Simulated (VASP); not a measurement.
# Ti4Al (Im-3m) in VASP: further runs, part 2 of 2

VASP 6.6.1. The steps go on from the part before.

**4. Single point, PBE**

This run uses another cell than the first one, of 20.42 Å³/atom, 1.437 times its volume.

Contents of INCAR:

```
PREC = Accurate
ENCUT = 520
EDIFF = 1E-6
ISMEAR = 0
SIGMA = 0.1
LREAL = F
LASPH = T
NELM = 60
ALGO = Fast
ISIF = 2
LWAVE = F
LCHARG = F
GGA = PE
NBANDS = 34
```

Contents of KPOINTS:

```
regular mesh
0
Gamma
  10 10 10
```

Contents of POSCAR:

```
Ti4Al
1.0
   -2.9444936525      2.9444936525      2.9444936525
    2.9444936525     -2.9444936525      2.9444936525
    2.9444936525      2.9444936525     -2.9444936525
Ti Al
4 1
Direct
    0.0000000000      0.0000000000      0.5000000000
    0.0000000000      0.5000000000      0.0000000000
    0.5000000000      0.0000000000      0.0000000000
    0.5000000000      0.5000000000      0.5000000000
    0.0000000000      0.0000000000      0.0000000000
```

Potentials or basis: VASP PAW PBE potentials, release 64 (Ti_sv, Al).

Started as:

```
cat potpaw_PBE.64/Ti_sv/POTCAR potpaw_PBE.64/Al/POTCAR > POTCAR
mpirun -np 1 vasp_std > vasp.out
```

OUTCAR:

```text
PREC = Accurate
   ENCUT = 520
   EDIFF = 1E-6
   ISMEAR = 0
   LREAL = F
   LASPH = T
   NELM = 60
   ISIF = 2
   GGA = PE

 ion  position               nearest neighbor table
   1  0.000  0.000  0.500-   5 2.55   5 2.55
   2  0.000  0.500  0.000-   5 2.55   5 2.55
   3  0.500  0.000  0.000-   5 2.55   5 2.55
   4  0.500  0.500  0.500-   5 2.55   5 2.55
   5  0.000  0.000  0.000-   1 2.55   2 2.55   3 2.55   4 2.55   1 2.55   2 2.55   3 2.55   4 2.55

  LATTYP: Found a body centered cubic cell.
 ALAT       =     5.8889873050

  Lattice vectors:

 A1 = (  -2.9444936525,   2.9444936525,   2.9444936525)
 A2 = (   2.9444936525,  -2.9444936525,   2.9444936525)
 A3 = (   2.9444936525,   2.9444936525,  -2.9444936525)

Analysis of symmetry for initial positions (statically):
=====================================================================
 Subroutine PRICEL returns:
 Original cell was already a primitive cell.

 Routine SETGRP: Setting up the symmetry group for a
 body centered cubic supercell.

 Subroutine GETGRP returns: Found 48 space group operations
 (whereof 48 operations were pure point group operations)
 out of a pool of 48 trial point group operations.

The static configuration has the point symmetry O_h .

Analysis of symmetry for dynamics (positions and initial velocities):
=====================================================================
 Subroutine PRICEL returns:
 Original cell was already a primitive cell.

 Routine SETGRP: Setting up the symmetry group for a
 body centered cubic supercell.

 Subroutine GETGRP returns: Found 48 space group operations
 (whereof 48 operations were pure point group operations)
 out of a pool of 48 trial point group operations.

[... 123 lines left out ...]
   IALGO  =     68    algorithm
   IMIX   =      4    mixing-type and parameters
     AMIX     =   0.40;   BMIX     =  1.00
     AMIX_MAG =   1.60;   BMIX_MAG =  1.00
  volume/ion in A,a.u.               =      20.42       137.82
  Fermi-wavevector in a.u.,A,eV,Ry     =   1.298876  2.454519 22.954092  1.687078
  Thomas-Fermi vector in A             =   2.430176
   LORBIT       =      0    0 simple, 1 ext, 2 COOP (PROOUT), +10 PAW based schemes
   GGA     = PE    functional components
   LHFCALC =     F    Hartree Fock is set to
   AEXX    =    0.0000 exact exchange contribution
   IVDW    =     0    specifies the selected vdW correction
   LEPSILON=     F    determine dielectric tensor
   LRPA    =     F    only Hartree local field effects (RPA)
 non-spin polarized calculation
 RMM-DIIS sequential band-by-band and
 Gauss-broadening in eV      SIGMA  =   0.10
  energy-cutoff  :      520.00
  volume of cell :      102.12
 maximum number of plane-waves:      2781
 NGX is ok and might be reduce to    40
   NGX = 19   NGY = 19   NGZ = 19

 number of electron      50.9999997 magnetization

 Free energy of the ion-electron system (eV)
  ---------------------------------------------------
  ext. energy  EPLUGINS =         0.00000000
  ---------------------------------------------------
  free energy    TOTEN  =       -31.27586048 eV

  energy without entropy =      -31.22236747  energy(sigma->0) =      -31.24911398

 E-fermi :   6.1901     XC(G=0): -10.3271

 val. band max:        6.1821458757   @ k =   0.5000   0.0000   0.0000
 cond. band min:       6.1940599009   @ k =   0.3000   0.2000   0.1000
 fundamental gap:      0.0119140252
 Fermi energy:         6.1901496644

 k-point     1 :       0.0000    0.0000    0.0000
  band No.  band energies     occupation
      1     -50.5961      2.00000
      2     -50.5254      2.00000
      3     -50.5254      2.00000
      4     -50.5254      2.00000
      5     -26.9716      2.00000
      6     -26.9716      2.00000
[... 877 lines left out ...]
     33       7.9776      0.00000
     34       8.3947      0.00000

 [... further k-points ...]

------------------------ aborting loop because EDIFF is reached ----------------------------------------

  FORCE on cell =-STRESS in cart. coord.  units (eV):
  Direction    XX          YY          ZZ          XY          YZ          ZX
  --------------------------------------------------------------------------------------
  -------------------------------------------------------------------------------------
  Total        0.0592968      0.0592968      0.0592968     -0.0000000     -0.0000000      0.0000000
  in kB        0.9303574      0.9303574      0.9303574     -0.0000000     -0.0000000      0.0000000
  external PRESSURE =       0.9303574 kB  Pullay stress =       0.0000000 kB

 VOLUME and BASIS-vectors are now :
 -----------------------------------------------------------------------------
  energy-cutoff  :      520.00
  volume of cell :      102.12
      direct lattice vectors                 reciprocal lattice vectors
    -2.944493652  2.944493652  2.944493652     0.000000000  0.169808483  0.169808483
     2.944493652 -2.944493652  2.944493652     0.169808483  0.000000000  0.169808483
     2.944493652  2.944493652 -2.944493652     0.169808483  0.169808483  0.000000000

 POSITION                                       TOTAL-FORCE (eV/Angst)
 -----------------------------------------------------------------------------------
      1.47225      1.47225     -1.47225         0.000000      0.000000      0.000000
      1.47225     -1.47225      1.47225        -0.000000      0.000000     -0.000000
     -1.47225      1.47225      1.47225         0.000000     -0.000000      0.000000
      1.47225      1.47225      1.47225        -0.000000      0.000000     -0.000000
      0.00000      0.00000      0.00000         0.000000     -0.000000      0.000000
 -----------------------------------------------------------------------------------
    total drift:                                0.000000     -0.000000      0.000000

  FREE ENERGIE OF THE ION-ELECTRON SYSTEM (eV)
  ---------------------------------------------------
  free  energy   TOTEN  =       -31.2758604841 eV

  energy  without entropy=      -31.2223674740  energy(sigma->0) =      -31.24911398
```

OSZICAR:

```text
N       E                     dE             d eps       ncg     rms          rms(c)
DAV:   1     0.646448193416E+03    0.64645E+03   -0.25166E+04  3196   0.169E+03
DAV:   2     0.459991041832E+02   -0.60045E+03   -0.58869E+03  3198   0.531E+02
DAV:   3    -0.271329797160E+02   -0.73132E+02   -0.71156E+02  5224   0.161E+02
[... 30 lines left out ...]
RMM:  34    -0.312758559820E+02   -0.15783E-05   -0.21312E-05  3513   0.129E-02    0.157E-02
RMM:  35    -0.312758576711E+02   -0.16891E-05   -0.18815E-05  3644   0.115E-02    0.159E-02
RMM:  36    -0.312758588235E+02   -0.11524E-05   -0.13108E-05  3225   0.101E-02    0.160E-02
RMM:  37    -0.312758597698E+02   -0.94636E-06   -0.11719E-05  3086   0.947E-03    0.162E-02
RMM:  38    -0.312758604841E+02   -0.71428E-06   -0.88272E-06  3168   0.887E-03
   1 F= -.31275860E+02 E0= -.31249114E+02  d E =-.534930E-01
```

It took 7.1 min on 1 thread of Intel Xeon Platinum 8488C (Sapphire Rapids), shared host; peak memory 0.34 GiB.

What came out:

```yaml
Free_energy: -31.2759 eV
Pressure: 0.1 GPa
```

**5. Relaxation of cell and atoms, PBE**

Contents of INCAR:

```
SYSTEM = Ti4Al
PREC = Accurate
ENCUT = 600
EDIFF = 1E-6
ISMEAR = 0
SIGMA = 0.1
LREAL = .FALSE.
LASPH = .TRUE.
NELM = 100
ALGO = Normal
ISIF = 3
LWAVE = .FALSE.
LCHARG = .FALSE.
GGA = PE
IBRION = 2
NSW = 90
EDIFFG = -0.04
```

Contents of KPOINTS:

```
regular mesh
0
G
  6 6 6
  0 0 0
```

POSCAR: that of step 4 with these lines changed.

```diff
@@ -2,5 +2,5 @@
 1.0
-   -2.9444936525      2.9444936525      2.9444936525
-    2.9444936525     -2.9444936525      2.9444936525
-    2.9444936525      2.9444936525     -2.9444936525
+   -2.6094605700      2.6094605700      2.6094605700
+    2.6094605700     -2.6094605700      2.6094605700
+    2.6094605700      2.6094605700     -2.6094605700
 Ti Al
```

Started as:

```
cat potpaw_PBE.64/Ti_sv/POTCAR potpaw_PBE.64/Al/POTCAR > POTCAR
mpirun -np 1 vasp_std > vasp.out
```

It took 1.9 min on 1 thread of Intel Xeon Platinum 8488C (Sapphire Rapids), shared host; peak memory 0.22 GiB.

It converged, with:

| Property | Result |
| --- | --- |
| Free energy | -31.2629 eV |
| Relaxed volume | 20.41 Å³/atom |
| Relaxed cell | a = 5.099 Å, b = 5.099 Å, c = 5.099 Å, α = 109.47°, β = 109.47°, γ = 109.47° |
| Space group after relaxing (to 0.05 Å) | Im-3m (No. 229) |
| Energy gained by relaxing | 763.8 meV/atom |
| Ionic steps | 3 |
| Pressure after relaxing | -0.2 GPa |

The path:
```tsv
step	energy change (eV)	largest force (eV/Å)	pressure (GPa)	volume (Å³)
1	0.0000	0.0000	52.06	71.07
2	-2.5561	0.0000	-11.87	129.96
3	-3.8191	0.0000	-0.16	102.07
```

Final structure:
```cif
data_structure
_symmetry_space_group_name_H-M 'P 1'
_symmetry_Int_Tables_number 1
_cell_length_a 5.0992
_cell_length_b 5.0992
_cell_length_c 5.0992
_cell_angle_alpha 109.471
_cell_angle_beta 109.471
_cell_angle_gamma 109.471
_cell_volume 102.07
loop_
_atom_site_label
_atom_site_type_symbol
_atom_site_fract_x
_atom_site_fract_y
_atom_site_fract_z
_atom_site_occupancy
Ti1 Ti 0.00000 0.00000 0.50000 1
Ti2 Ti 0.00000 0.50000 0.00000 1
Ti3 Ti 0.50000 0.00000 0.00000 1
Ti4 Ti 0.50000 0.50000 0.50000 1
Al1 Al 0.00000 0.00000 0.00000 1
```

Levels at points of the mesh, in eV from the Fermi level:
| k point | band 23 | band 24 | band 25 | band 26 | band 27 | band 28 |
| --- | --- | --- | --- | --- | --- | --- |
| (0.00, 0.00, 0.00) | -0.53 | -0.53 | -0.53 | 0.45 | 0.45 | 0.45 |
| (0.50, 0.00, 0.00) | -0.67 | -0.10 | -0.01 | 0.01 | 0.22 | 0.51 |
| (0.50, 0.50, 0.50) | -0.81 | -0.58 | -0.58 | -0.34 | -0.34 | -0.34 |

Caveat: the volume moved by over 15 % at a fixed basis, so the end points are rough.

**6. Overview**

| task | cell | k mesh | cutoff (eV) | gap on the mesh (eV) | pressure (GPa) |
| --- | --- | --- | --- | --- | --- |
| single point | a = 4.520 Å, angles 109.5°, 5 atoms | 6 × 6 × 6 | 520 | none | 52.1 |
| single point | a = 5.091 Å, angles 109.5°, 5 atoms | 6 × 6 × 6 | 520 | none | 0.3 |
| single point | a = 5.100 Å, angles 109.5°, 5 atoms | 10 × 10 × 10 | 520 | none | 0.1 |
| relaxation of cell and atoms | relaxed from a = 4.520 Å, angles 109.5°, 5 atoms | 6 × 6 × 6 | 600 | none | -0.2 |

Alike in all rows: level PBE; potentials or basis VASP PAW PBE potentials, release 64 (Ti_sv, Al); no spin polarisation; smearing gaussian 0.1 eV.

Caveats: the volume moved by over 15 % at a fixed basis, so the end points are rough (some runs).

Total energies depend on the potentials used, so only differences within one code and one set of settings carry meaning.
